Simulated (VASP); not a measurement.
Here is a VASP 6.6.1 calculation.

The input INCAR:

```
ALGO = Normal ; EDIFF = 1E-6
ENCUT = 520 ; GGA = PE
ISIF = 2 ; ISMEAR = 0
LASPH = True ; LCHARG = False
LREAL = False ; LWAVE = False
NBANDS = 28 ; NELM = 100
PREC = Accurate ; SIGMA = 0.02
```

File KPOINTS:

```
k-points
0
Gamma
  8 8 6
```

POSCAR

```
PbS
1.0
    4.2480534138      0.0000000000      0.0000000000
    0.0000000000      4.2480534138      0.0000000000
    0.0000000000      0.0000000000      6.0090997648
Pb S
2 2
Direct
    0.5000000000      0.0000000000      0.7488913845
    0.0000000000      0.5000000000      0.2511086155
    0.5000000000      0.0000000000      0.2514106328
    0.0000000000      0.5000000000      0.7485893672
```

Potentials or basis: VASP PAW PBE potentials, release 64 (Pb_d, S).

Run with:

```bash
$ cat potpaw_PBE.64/Pb_d/POTCAR potpaw_PBE.64/S/POTCAR > POTCAR
$ mpirun -np 1 vasp_std > vasp.out
```

Q: Estimate the pressure.

A: 0.0 GPa.

Q: Predict the band gap on the k mesh.

A: 0.50 eV.

Q: Predict the largest force.

A: 0.008 eV/Å.

Forces in eV/Å, atoms in the order of the input:
```
Pb   0.000  0.000  0.008
Pb   0.000  0.000 -0.008
S    0.000  0.000 -0.006
S    0.000  0.000  0.006
```

Caveat: spin-orbit coupling is left out, which moves the levels of the heavy elements. A k mesh can miss the band edges.
